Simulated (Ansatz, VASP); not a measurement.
One calculation of MgO, two programs

```xyz
4
Lattice="3.3078 0.0000 0.0000 -1.6539 2.8646 0.0000 0.0000 0.0000 4.9829" Properties=species:S:1:pos:R:3 pbc="T T T"
Mg    0.0000    1.9098    0.0108
Mg    1.6539    0.9549    2.5022
O     0.0000    1.9098    2.0053
O     1.6539    0.9549    4.4968
```

Alike in both runs: task single point; functional LDA; k mesh 6 × 6 × 4; occupations gaussian, width 0.1 eV; no spin polarisation.

```csv
,VASP,Ansatz
version,VASP 6.6.1,Ansatz 0.2.0
potentials or method,"VASP PAW LDA potentials, release 64 (Mg_sv, O), cutoff 840 eV","scalar-relativistic, plane waves, PAW"
valence electrons in the cell,32,32
```

```tsv
	VASP	Ansatz	Ansatz less VASP
gap on the k mesh at the Fermi level (eV)	3.37	3.36	-0.009
least direct gap on the mesh (eV)	3.37	3.36	-0.009
pressure (GPa)	-3.9	-4.3	-0.41
traceless stress, the component that is largest in VASP (GPa)	0.23	0.32	+0.096
rms of the force components (eV/Å)	0.019	0.023	+0.0041
```

LDA's correlation is that of Perdew and Zunger in VASP and of Perdew and Wang (1992) in Ansatz. Atom by atom the forces differ by 0.004 eV/Å (rms over components).
